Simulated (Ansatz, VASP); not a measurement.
**Two plane-wave programs on MnS**

```xyz
2
Lattice="0.0000 2.6045 2.6045 2.6045 0.0000 2.6045 2.6045 2.6045 0.0000" Properties=species:S:1:pos:R:3 pbc="T T T"
Mn    0.0000    0.0000    0.0000
S     2.6045    2.6045    2.6045
```

Alike in both runs: task single point; functional PBE; k mesh 7 × 7 × 7; occupations fermi-dirac, width 0.05 eV; collinear spin; fixed moment 8 μB.

```csv
,VASP,Ansatz
version,VASP 6.6.1,Ansatz 0.2.0
potentials or method,"VASP PAW PBE potentials, release 64 (Mn_pv, S)",Ansatz PAW
plane-wave cutoff (eV),520,420
valence electrons in the cell,19,21
```

Ansatz gave:

| Item | Value |
| --- | --- |
| net moment per atom (μB) | 4.00 |
| size of the moment on the site where the two differ most (μB) | 1.50 |

Task: What did VASP give for the same quantities?

Result: net moment per atom (μB): 4.00; size of the moment on the site where the two differ most (μB): 1.09.

Site moments also hang on the region over which each program counts them. VASP's potentials hold 19 valence electrons a cell and Ansatz's 21, so a difference there can come from the potentials and not from the codes.
